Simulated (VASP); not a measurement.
Here is a VASP 6.6.1 calculation.

File INCAR:

```
SYSTEM = PtS2
PREC     = Accurate       ! precision mode
ENCUT    = 520            ! plane-wave cutoff, eV
EDIFF    = 1E-7           ! SCF threshold, eV
ISMEAR   = 0              ! smearing method
SIGMA    = 0.02           ! smearing width, eV
LREAL    = .FALSE.        ! projectors in reciprocal space
LASPH    = .TRUE.         ! aspherical terms in the spheres
NELM     = 60             ! most SCF steps
ALGO     = Normal         ! electronic algorithm
ISIF     = 2              ! what is computed and relaxed
LWAVE    = .FALSE.        ! write WAVECAR
LCHARG   = .FALSE.        ! write CHGCAR
GGA      = PS             ! functional
NBANDS   = 18             ! bands
```

Contents of KPOINTS:

```
regular mesh
0
G
  12 12 8
  0 0 0
```

Contents of POSCAR:

```
PtS2
1.0
    3.5715569969      0.0000000000      0.0000000000
   -1.7857784985      3.0930590904      0.0000000000
    0.0000000000      0.0000000000      4.7672298280
Pt S
1 2
Direct
    0.0000000000      0.0000000000      0.0000000000
    0.3333333333      0.6666666667      0.2510159166
    0.6666666667      0.3333333333      0.7489840834
```

Potentials or basis: VASP PAW PBE potentials, release 64 (Pt, S).

Launch:

```bash
$ cat potpaw_PBE.64/Pt/POTCAR potpaw_PBE.64/S/POTCAR > POTCAR
$ mpirun -np 1 vasp_std > vasp.out
```

Question: What does it give for the band gap on the k mesh?

Answer: 0.25 eV (least direct gap 0.67 eV).

Question: Predict the largest force.

Answer: 0.025 eV/Å.

Question: Predict the pressure.

Answer: -0.3 GPa.

Stress tensor (GPa, compression positive):
```
-0.33  0.00  0.00
 0.00 -0.33  0.00
 0.00  0.00 -0.13
```

Caveat: the PAW data sets were made with another functional, which shifts forces and pressure a little; spin-orbit coupling is left out, which moves the levels of the heavy elements. A k mesh can miss the band edges.
